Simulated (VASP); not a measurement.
# Cu2BrCl (R-3m) in VASP: notebook, part 2 of 2

VASP 6.6.1.

## (3) Single point, r2SCAN

File POSCAR:

```
Cu2BrCl
1.0
    1.8555100000      1.0712790000      6.0475090000
   -1.8555100000      1.0712790000      6.0475090000
    0.0000000000     -2.1425580000      6.0475090000
Cu Br Cl
2 1 1
Direct
    0.2483970000      0.2483970000      0.2483970000
    0.7516030000      0.7516030000      0.7516030000
    0.0000000000      0.0000000000      0.0000000000
    0.5000000000      0.5000000000      0.5000000000
```

File INCAR.step1:

```
ALGO     = Normal         # electronic algorithm
EDIFF    = 1E-5           # SCF threshold, eV
ENCUT    = 660            # plane-wave cutoff, eV
GGA      = PE             # functional
GGA_COMPAT= F            
ISMEAR   = 0              # smearing method
LASPH    = T              # aspherical terms in the spheres
LCHARG   = F              # write CHGCAR
LREAL    = F              # projectors in reciprocal space
LWAVE    = T              # write WAVECAR
NBANDS   = 26             # bands
NELM     = 120            # most SCF steps
PREC     = Accurate       # precision mode
SIGMA    = 0.01           # smearing width, eV
```

File INCAR.step2:

```
ALGO     = Normal         # electronic algorithm
EDIFF    = 1E-6           # SCF threshold, eV
ENCUT    = 660            # plane-wave cutoff, eV
GGA_COMPAT= F            
ISIF     = 2              # what is computed and relaxed
ISMEAR   = 0              # smearing method
ISTART   = 1            
LASPH    = T              # aspherical terms in the spheres
LCHARG   = F              # write CHGCAR
LMIXTAU  = T            
LREAL    = F              # projectors in reciprocal space
LWAVE    = F              # write WAVECAR
METAGGA  = R2SCAN         # meta-GGA
NBANDS   = 26             # bands
NELM     = 120            # most SCF steps
PREC     = Accurate       # precision mode
SIGMA    = 0.01           # smearing width, eV
```

File KPOINTS:

```
k-points
0
Gamma
  4 4 4
```

Potentials or basis: VASP PAW PBE potentials, release 64 (Cu, Br, Cl).

The run is started by

```console
> cat potpaw_PBE.64/Cu/POTCAR potpaw_PBE.64/Br/POTCAR potpaw_PBE.64/Cl/POTCAR > POTCAR
> cp INCAR.step1 INCAR
> mpirun -np 1 vasp_std > vasp.out
> cp INCAR.step2 INCAR
> mpirun -np 1 vasp_std > vasp.out
```

OUTCAR:

```text
EDIFF = 1E-6
   ENCUT = 660
   ISIF = 2
   ISMEAR = 0
   ISTART = 1
   LASPH = T
   LREAL = F
   METAGGA = R2SCAN
   NELM = 120
   PREC = Accurate

 ion  position               nearest neighbor table
   1  0.248  0.248  0.248-   4 2.61   4 2.61   4 2.61   3 2.64   3 2.64   3 2.64
   2  0.752  0.752  0.752-   4 2.61   4 2.61   4 2.61   3 2.64   3 2.64   3 2.64
   3  0.000  0.000  0.000-   2 2.64   1 2.64   2 2.64   2 2.64   1 2.64   1 2.64
   4  0.500  0.500  0.500-   1 2.61   2 2.61   1 2.61   1 2.61   2 2.61   2 2.61

  LATTYP: Found a trigonal (rhomboedric) cell.
 ALAT       =     6.4158336295
 COS(alpha) =     0.8327175398

  Lattice vectors:

 A1 = (   1.8555100000,   1.0712790000,   6.0475090000)
 A2 = (  -1.8555100000,   1.0712790000,   6.0475090000)
 A3 = (   0.0000000000,  -2.1425580000,   6.0475090000)

Analysis of symmetry for initial positions (statically):
=====================================================================
 Subroutine PRICEL returns:
[... 160 lines left out ...]
  free energy    TOTEN  =       -42.09823319 eV

  energy without entropy =      -42.09823319  energy(sigma->0) =      -42.09823319

 E-fermi :   5.0280     XC(G=0): -10.9033

 val. band max:        4.9859894272   @ k =   0.0000   0.0000   0.0000
 cond. band min:       5.7112014295   @ k =   0.0000   0.0000   0.0000
 fundamental gap:      0.7252120023
 Fermi energy:         5.0280257885

 k-point     1 :       0.0000    0.0000    0.0000
  band No.  band energies     occupation
      1     -12.7196      2.00000
      2     -11.9142      2.00000
      3      -2.3610      2.00000
      4       0.2619      2.00000
      5       0.2619      2.00000
      6       1.5389      2.00000
[... 366 lines left out ...]
     25      12.9833      0.00000
     26      12.9833      0.00000

------------------------ aborting loop because EDIFF is reached ----------------------------------------

  FORCE on cell =-STRESS in cart. coord.  units (eV):
  Direction    XX          YY          ZZ          XY          YZ          ZX
  --------------------------------------------------------------------------------------
  -------------------------------------------------------------------------------------
  Total       -0.1756514     -0.1756514     -0.3228328      0.0000000      0.0000000      0.0000000
  in kB       -3.9018327     -3.9018313     -7.1712445      0.0000000      0.0000000      0.0000000
  external PRESSURE =      -4.9916362 kB  Pullay stress =       0.0000000 kB

 VOLUME and BASIS-vectors are now :
 -----------------------------------------------------------------------------
  energy-cutoff  :      660.00
  volume of cell :       72.13
      direct lattice vectors                 reciprocal lattice vectors
     1.855510000  1.071279000  6.047509000     0.269467694  0.155577274  0.055119113
    -1.855510000  1.071279000  6.047509000    -0.269467694  0.155577274  0.055119113
     0.000000000 -2.142558000  6.047509000     0.000000000 -0.311154548  0.055119113

 POSITION                                       TOTAL-FORCE (eV/Angst)
 -----------------------------------------------------------------------------------
      0.00000      0.00000      4.50655         0.000000     -0.000000     -0.130540
      0.00000      0.00000     13.63598         0.000000     -0.000000      0.130540
      0.00000      0.00000      0.00000         0.000000      0.000000      0.000000
      0.00000      0.00000      9.07126        -0.000000     -0.000000     -0.000000
 -----------------------------------------------------------------------------------
    total drift:                               -0.000000     -0.000000      0.000000

  FREE ENERGIE OF THE ION-ELECTRON SYSTEM (eV)
  ---------------------------------------------------
  free  energy   TOTEN  =       -42.0982331858 eV

  energy  without entropy=      -42.0982331858  energy(sigma->0) =      -42.09823319
```

OSZICAR.step1:

```text
N       E                     dE             d eps       ncg     rms          rms(c)
DAV:   1     0.316773899449E+03    0.31677E+03   -0.18812E+04   676   0.216E+03
DAV:   2     0.300392151873E+02   -0.28673E+03   -0.27282E+03   678   0.390E+02
DAV:   3    -0.970930867176E+01   -0.39749E+02   -0.38502E+02   908   0.153E+02
DAV:   4    -0.117268862663E+02   -0.20176E+01   -0.20015E+01   870   0.331E+01
DAV:   5    -0.117941356263E+02   -0.67249E-01   -0.67209E-01   948   0.548E+00    0.108E+01
DAV:   6    -0.115952474653E+02    0.19889E+00   -0.37922E+00   934   0.358E+01    0.515E+00
DAV:   7    -0.114576514313E+02    0.13760E+00   -0.16455E+00   812   0.263E+01    0.317E+00
DAV:   8    -0.114421774195E+02    0.15474E-01   -0.46694E-02   984   0.448E+00    0.573E-01
DAV:   9    -0.114415200386E+02    0.65738E-03   -0.18398E-02  1040   0.206E+00    0.262E-01
DAV:  10    -0.114414901198E+02    0.29919E-04   -0.14807E-03  1042   0.589E-01    0.895E-02
DAV:  11    -0.114415117466E+02   -0.21627E-04   -0.25973E-04  1046   0.215E-01    0.285E-02
DAV:  12    -0.114415337787E+02   -0.22032E-04   -0.47579E-05   726   0.788E-02    0.326E-02
DAV:  13    -0.114415304125E+02    0.33662E-05   -0.39652E-06   362   0.388E-02
   1 F= -.11441530E+02 E0= -.11441530E+02  d E =-.653132E-36
```

It took 6.3 min on 1 thread of Intel Xeon Platinum 8375C at 2.90GHz (Ice Lake), shared host; peak memory 0.44 GiB.

What came out:

```yaml
Free_energy: -42.0982 eV
Pressure: -0.5 GPa
Largest_force: 0.131 eV/Å
Band_gap_on_the_k_mesh: 0.73 eV
```

Forces on the atoms (eV/Å):
```
Cu   0.000  0.000 -0.131
Cu   0.000  0.000  0.131
Br   0.000  0.000  0.000
Cl   0.000  0.000  0.000
```

Caveat: the k points lie up to 0.50 Å⁻¹ apart; semilocal functionals underestimate gaps, and a narrow one can read as zero; the PAW data sets were made with another functional, which shifts forces and pressure a little. A k mesh can miss the band edges.
